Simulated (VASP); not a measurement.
# FePt in VASP: further runs, part 2 of 2

VASP 6.6.1. Earlier steps stand in the parts before.

## (3) Single point, PBEsol, collinear spin, ferromagnetic start

INCAR

```
SYSTEM = FePt
PREC = Accurate
ENCUT = 520
EDIFF = 1E-6
ISMEAR = -1
SIGMA = 0.05
LREAL = .FALSE.
LASPH = .TRUE.
NELM = 150
ALGO = Normal
ISIF = 2
LWAVE = .FALSE.
LCHARG = .TRUE.
ISPIN = 2
MAGMOM = 3 3 3 0 0 0
LORBIT = 11
LMAXMIX = 4
LDIPOL = .TRUE.
IDIPOL = 3
DIPOL = 0.5 0.5 0.500
GGA = PS
LELF = .TRUE.
LVHAR = .TRUE.
LVACPOTAV = .TRUE.
NBANDS = 40
```

KPOINTS

```
regular mesh
0
G
  7 7 1
  0 0 0
```

POSCAR

```
FePt
1.0
    2.7216540008      0.0000000000      0.0000000000
    0.0000000000      2.7216540008      0.0000000000
    0.0000000000      0.0000000000     24.2500000000
Fe Pt
3 3
Direct
    0.5000000000      0.5000000000      0.3092783505
    0.5000000000      0.5000000000      0.4618556701
    0.5000000000      0.5000000000      0.6144329897
    0.0000000000      0.0000000000      0.3855670103
    0.0000000000      0.0000000000      0.5381443299
    0.0000000000      0.0000000000      0.6907216495
```

Potentials or basis: VASP PAW PBE potentials, release 64 (Fe, Pt).

The run is started by

```
> cat potpaw_PBE.64/Fe/POTCAR potpaw_PBE.64/Pt/POTCAR > POTCAR
> mpirun -np 1 vasp_std > vasp.out
```

Run time: 3.1 min. Hardware: 1 thread of Intel Xeon 6975P-C (Granite Rapids), shared host; peak memory 0.38 GiB.

The run converged. Its results:

* Free energy: -46.4018 eV
* Largest force: 0.666 eV/Å
* Net moment: 9.96 μB per cell
* Site moments: Fe +3.00, +2.87, +2.99; Pt +0.30, +0.32, +0.33 μB
* Valence electrons inside the program's atomic spheres: Fe 6.82, 7.01, 6.98; Pt 9.42, 9.43, 9.18

Forces in eV/Å, atoms in the order of the input:
```
Fe   0.000  0.000  0.488
Fe   0.000  0.000  0.081
Fe   0.000  0.000  0.569
Pt   0.000  0.000 -0.369
Pt   0.000  0.000 -0.104
Pt   0.000  0.000 -0.666
```

Levels at points of the mesh, in eV from the Fermi level:
Spin up:
| k point | band 31 | band 32 | band 33 | band 34 | band 35 | band 36 |
| --- | --- | --- | --- | --- | --- | --- |
| (0.00, 0.00, 0.00) | -0.76 | -0.58 | -0.47 | -0.47 | -0.15 | 0.63 |
Spin down:
```tsv
k point	band 20	band 21	band 22	band 23	band 24	band 25	band 26	band 27
(0.00, 0.00, 0.00)	-0.81	-0.76	-0.66	-0.07	0.11	0.36	0.44	0.68
```

Caveat: the PAW data sets were made with another functional, which shifts forces and pressure a little; spin-orbit coupling is left out, which moves the levels of the heavy elements.

## (4) Single point, PBE, collinear spin, ferromagnetic start

INCAR

```
SYSTEM = FePt
PREC = Accurate
ENCUT = 520
EDIFF = 1E-6
ISMEAR = 0
SIGMA = 0.1
LREAL = .FALSE.
LASPH = .TRUE.
NELM = 150
ALGO = Normal
ISIF = 2
LWAVE = .FALSE.
LCHARG = .FALSE.
ISPIN = 2
MAGMOM = 3 3 3 0 0 0
LORBIT = 11
LMAXMIX = 4
GGA = PE
NBANDS = 40
```

KPOINTS

```
Automatic mesh
0
G
  7 7 1
  0 0 0
```

POSCAR is that of step 3.

The run is started by

```
> cat potpaw_PBE.64/Fe/POTCAR potpaw_PBE.64/Pt/POTCAR > POTCAR
> mpirun -np 1 vasp_std > vasp.out
```

Run time: 3.3 min. Hardware: 1 thread of Intel Xeon 6975P-C (Granite Rapids), shared host; peak memory 0.38 GiB.

Results (log left out):

```
Free energy                                           : -42.3552 eV
Largest force                                         : 0.554 eV/Å
Net moment                                            : 9.94 μB per cell
Site moments                                          : Fe +3.00, +2.87 (each value once); Pt +0.30, +0.32, +0.33 μB
Valence electrons inside the program's atomic spheres : Fe 6.82, 7.01, 6.97; Pt 9.44, 9.45, 9.19
```

Forces in eV/Å, atoms in the order of the input:
```
Fe   0.000  0.000  0.072
Fe   0.000  0.000  0.074
Fe   0.000  0.000  0.554
Pt   0.000  0.000 -0.370
Pt   0.000  0.000 -0.099
Pt   0.000  0.000 -0.232
```

Levels at points of the mesh, in eV from the Fermi level:
Spin up:
| k point | band 30 | band 31 | band 32 | band 33 | band 34 | band 35 | band 36 | band 37 |
| --- | --- | --- | --- | --- | --- | --- | --- | --- |
| (0.00, 0.00, 0.00) | -0.92 | -0.77 | -0.59 | -0.49 | -0.49 | -0.18 | 0.67 | 1.88 |
Spin down:
```csv
k point,band 20,band 21,band 22,band 23,band 24,band 25,band 26,band 27
"(0.00, 0.00, 0.00)",-0.82,-0.77,-0.67,-0.09,0.16,0.38,0.48,0.69
```

Caveat: spin-orbit coupling is left out, which moves the levels of the heavy elements.

## (5) Single point, PBE, collinear spin, ferromagnetic start

INCAR

```
PREC = Accurate
ENCUT = 520
EDIFF = 1E-6
ISMEAR = 0
SIGMA = 0.1
LREAL = F
LASPH = T
NELM = 150
ALGO = Normal
ISIF = 2
LWAVE = F
LCHARG = T
ISPIN = 2
MAGMOM = 3 3 3 0 0 0
LORBIT = 11
LMAXMIX = 4
GGA = PE
LELF = T
LVHAR = T
NBANDS = 40
```

KPOINTS

```
regular mesh
0
Gamma
  7 7 1
```

POSCAR is that of step 4.

Potentials or basis: VASP PAW PBE potentials, release 64 (Fe, Pt).

The run is started by

```
> cat potpaw_PBE.64/Fe/POTCAR potpaw_PBE.64/Pt/POTCAR > POTCAR
> mpirun -np 1 vasp_std > vasp.out
```

OUTCAR:

```text
PREC = Accurate
   ENCUT = 520
   EDIFF = 1E-6
   ISMEAR = 0
   LREAL = F
   LASPH = T
   NELM = 150
   ISIF = 2
   ISPIN = 2
   LORBIT = 11
   GGA = PE

 ion  position               nearest neighbor table
   1  0.500  0.500  0.309-   4 2.67   4 2.67   4 2.67   4 2.67
   2  0.500  0.500  0.462-   4 2.67   5 2.67   4 2.67   5 2.67   4 2.67   5 2.67   4 2.67   5 2.67

   3  0.500  0.500  0.614-   5 2.67   6 2.67   5 2.67   6 2.67   5 2.67   6 2.67   5 2.67   6 2.67

   4  0.000  0.000  0.386-   1 2.67   2 2.67   1 2.67   2 2.67   1 2.67   2 2.67   1 2.67   2 2.67

   5  0.000  0.000  0.538-   2 2.67   3 2.67   2 2.67   3 2.67   2 2.67   3 2.67   2 2.67   3 2.67

   6  0.000  0.000  0.691-   3 2.67   3 2.67   3 2.67   3 2.67

  LATTYP: Found a simple tetragonal cell.
 ALAT       =     2.7216540008
 C/A-ratio  =     8.9100230936

  Lattice vectors:

 A1 = (   2.7216540008,   0.0000000000,   0.0000000000)
 A2 = (   0.0000000000,   2.7216540008,   0.0000000000)
[... 1041 lines left out ...]
  -------------------------------------------------------------------------------------
  Total       -1.2660314     -1.2660314      0.9617288      0.0000000      0.0000000      0.0000000
  in kB      -11.2921718    -11.2921718      8.5779922      0.0000000      0.0000000      0.0000000
  external PRESSURE =      -4.6687838 kB  Pullay stress =       0.0000000 kB

 VOLUME and BASIS-vectors are now :
 -----------------------------------------------------------------------------
  energy-cutoff  :      520.00
  volume of cell :      179.63
      direct lattice vectors                 reciprocal lattice vectors
     2.721654001  0.000000000  0.000000000     0.367423633  0.000000000  0.000000000
     0.000000000  2.721654001  0.000000000     0.000000000  0.367423633  0.000000000
     0.000000000  0.000000000 24.250000000     0.000000000  0.000000000  0.041237113

 POSITION                                       TOTAL-FORCE (eV/Angst)
 -----------------------------------------------------------------------------------
      1.36083      1.36083      7.50000        -0.000000      0.000000      0.072189
      1.36083      1.36083     11.20000        -0.000000     -0.000000      0.074203
      1.36083      1.36083     14.90000         0.000000     -0.000000      0.554170
      0.00000      0.00000      9.35000        -0.000000     -0.000000     -0.369975
      0.00000      0.00000     13.05000         0.000000     -0.000000     -0.098780
      0.00000      0.00000     16.75000        -0.000000     -0.000000     -0.231806
 -----------------------------------------------------------------------------------
    total drift:                               -0.000000     -0.000000     -0.000221

  FREE ENERGIE OF THE ION-ELECTRON SYSTEM (eV)
  ---------------------------------------------------
  free  energy   TOTEN  =       -42.3551840499 eV

  energy  without entropy=      -42.3313495260  energy(sigma->0) =      -42.34326679

 total charge

# of ion       s       p       d       tot
------------------------------------------
    1        0.394   0.315   6.109   6.817
    2        0.411   0.456   6.142   7.009
    3        0.407   0.450   6.115   6.971
    4        0.714   0.671   8.054   9.439
    5        0.715   0.672   8.065   9.452
    6        0.698   0.413   8.081   9.193
--------------------------------------------------
tot          3.340   2.977  42.565  48.881

 magnetization (x)

# of ion       s       p       d       tot
------------------------------------------
    1        0.009  -0.008   2.999   3.000
    2        0.006  -0.010   2.878   2.874
    3        0.008  -0.002   2.998   3.004
    4       -0.029  -0.072   0.398   0.297
    5       -0.029  -0.072   0.421   0.320
    6       -0.009  -0.005   0.342   0.328
--------------------------------------------------
tot         -0.044  -0.169  10.037   9.824
```

OSZICAR:

```text
N       E                     dE             d eps       ncg     rms          rms(c)
DAV:   1     0.455677006831E+03    0.45568E+03   -0.22676E+04  1600   0.128E+03
DAV:   2    -0.297041808033E+01   -0.45865E+03   -0.41030E+03  1752   0.309E+02
DAV:   3    -0.448886936542E+02   -0.41918E+02   -0.36772E+02  1984   0.114E+02
[... 35 lines left out ...]
DAV:  39    -0.423551768036E+02   -0.87833E-05   -0.89226E-07  1248   0.625E-03    0.301E-03
DAV:  40    -0.423551811878E+02   -0.43841E-05   -0.34842E-07  1176   0.398E-03    0.281E-03
DAV:  41    -0.423551822452E+02   -0.10574E-05   -0.19948E-07  1128   0.318E-03    0.170E-03
DAV:  42    -0.423551834136E+02   -0.11684E-05   -0.73063E-08  1112   0.175E-03    0.947E-04
DAV:  43    -0.423551840499E+02   -0.63624E-06   -0.47115E-08  1104   0.126E-03
   1 F= -.42355184E+02 E0= -.42343267E+02  d E =-.238345E-01  mag=     9.9403
```

It took 3.4 min on 1 thread of Intel Xeon 6975P-C (Granite Rapids), shared host; peak memory 0.38 GiB.

What came out:

* Free energy: -42.3552 eV
* Largest force: 0.554 eV/Å
* Net moment: 9.94 μB per cell
* Site moments: Fe +3.00, +2.87 (each value once); Pt +0.30, +0.32, +0.33 μB
* Valence electrons inside the program's atomic spheres: Fe 6.82, 7.01, 6.97; Pt 9.44, 9.45, 9.19

Forces in eV/Å, atoms in the order of the input:
```
Fe   0.000  0.000  0.072
Fe   0.000  0.000  0.074
Fe   0.000  0.000  0.554
Pt   0.000  0.000 -0.370
Pt   0.000  0.000 -0.099
Pt   0.000  0.000 -0.232
```

Caveat: spin-orbit coupling is left out, which moves the levels of the heavy elements.
